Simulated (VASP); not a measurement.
A run of VASP 6.6.1 is set up as follows.

File INCAR:

```
PREC = Accurate
ENCUT = 520
EDIFF = 1E-7
ISMEAR = 0
SIGMA = 0.15
LREAL = F
LASPH = T
NELM = 60
ALGO = Fast
ISIF = 2
LWAVE = F
LCHARG = F
GGA = CA
NBANDS = 16
```

KPOINTS

```
Automatic mesh
0
Gamma
  16 16 16
```

The input POSCAR:

```
AlRu
1.0
    2.9916000000      0.0000000000      0.0000000000
    0.0000000000      2.9916000000      0.0000000000
    0.0000000000      0.0000000000      2.9916000000
Al Ru
1 1
Direct
    0.0000000000     -0.0334269287      0.0000000000
    0.5000000000      0.5000000000      0.5000000000
```

Potentials or basis: VASP PAW LDA potentials, release 64 (Al, Ru_pv).

Run with:

```console
$ cat potpaw_LDA.64/Al/POTCAR potpaw_LDA.64/Ru_pv/POTCAR > POTCAR
$ mpirun -np 1 vasp_std > vasp.out
```

Problem. Predict the band gap on the k mesh.

Solution. Zero (an odd number of electrons rules out a gap without spin polarisation).

Problem. What does it give for the largest force?

Solution. 0.719 eV/Å.

Forces in eV/Å, atoms in the order of the input:
```
Al   0.000  0.719  0.000
Ru   0.000 -0.719  0.000
```

Caveat: the cell differs from its parent crystal (all Al atoms moved -0.100 Å, as atom 1 along Cartesian [0 1 0]); the cell stands under tension.
